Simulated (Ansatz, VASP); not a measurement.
## Ba3SbP in VASP and in Ansatz

INCAR

```
SYSTEM = Ba3SbP
  ALGO = Normal
  EDIFF = 1E-6
  ENCUT = 520
  GGA = PE
  ISIF = 2
  ISMEAR = -1
  LASPH = .True.
  LCHARG = .True.
  LELF = .True.
  LREAL = .False.
  LVHAR = .True.
  LWAVE = .False.
  NBANDS = 28
  NELM = 100
  PREC = Accurate
  SIGMA = 0.05
```

Contents of KPOINTS:

```
k-points
0
Gamma
  5 5 5
  0 0 0
```

File POSCAR:

```
Ba3SbP
1.0
    6.1131770000      0.0000000000      0.0000000000
    0.0000000000      6.1131770000      0.0000000000
    0.0000000000      0.0000000000      6.1131770000
Ba Sb P
3 1 1
Direct
    0.5035290000      0.5058860000     -0.0037990000
    0.5033750000      0.0125300000      0.4976140000
    0.0079740000      0.5019610000      0.4997940000
   -0.0042760000     -0.0061000000     -0.0027160000
    0.5158870000      0.4975550000      0.5014720000
```

File input.yaml:

```yaml
crystal:
  lattice:
    - [6.113177, 0.0, 0.0]
    - [0.0, 6.113177, 0.0]
    - [0.0, 0.0, 6.113177]
  atoms:
    - { symbol: Ba, position: [0.503529, 0.505886, -0.003799] }
    - { symbol: Ba, position: [0.503375, 0.01253, 0.497614] }
    - { symbol: Ba, position: [0.007974, 0.501961, 0.499794] }
    - { symbol: Sb, position: [-0.004276, -0.0061, -0.002716] }
    - { symbol: P, position: [0.515887, 0.497555, 0.501472] }
hamiltonian:
  xc: pbe
  pseudopotentials: { kind: paw }
kpoints:
  mp_grid: { grid: [5, 5, 5] }
scf:
  occupations: { method: fermi_dirac, width: 0.05 }
output:
  forces: true
  stress: true
  eigenvalues: true
  write_density: true
  write_potential: true
  elf: true
  volumetric_format: npy
```

Change from the starting cell: atoms moved at random, drawn with an rms of 0.05 Å.

Alike in both runs: task single point; functional PBE; k mesh 5 × 5 × 5; occupations fermi-dirac, width 0.05 eV; no spin polarisation.

|  | VASP | Ansatz |
| --- | --- | --- |
| version | VASP 6.6.1 | Ansatz 0.2.0 |
| potentials or method | VASP PAW PBE potentials, release 64 (Ba_sv, Sb, P) | Ansatz PAW |
| plane-wave cutoff (eV) | 520 | 420 |
| valence electrons in the cell | 40 | 50 |

```tsv
	VASP	Ansatz	Ansatz less VASP
gap on the k mesh at the Fermi level (eV)	0.30	0.40	+0.099
least direct gap on the mesh (eV)	0.30	0.40	+0.099
pressure (GPa)	-0.1	-0.4	-0.39
traceless stress, the component that is largest in VASP (GPa)	0.09	0.08	-0.005
rms of the force components (eV/Å)	0.185	0.171	-0.0140
```

Atom by atom the forces differ by 0.015 eV/Å (rms over components). VASP's potentials hold 40 valence electrons a cell and Ansatz's 50, so a difference there can come from the potentials and not from the codes.

Neither program's run includes spin-orbit coupling. Noted on Ansatz's run: odd divisions of the mesh miss points on the zone boundary, where band edges often lie, so the gap on the mesh can be too wide.
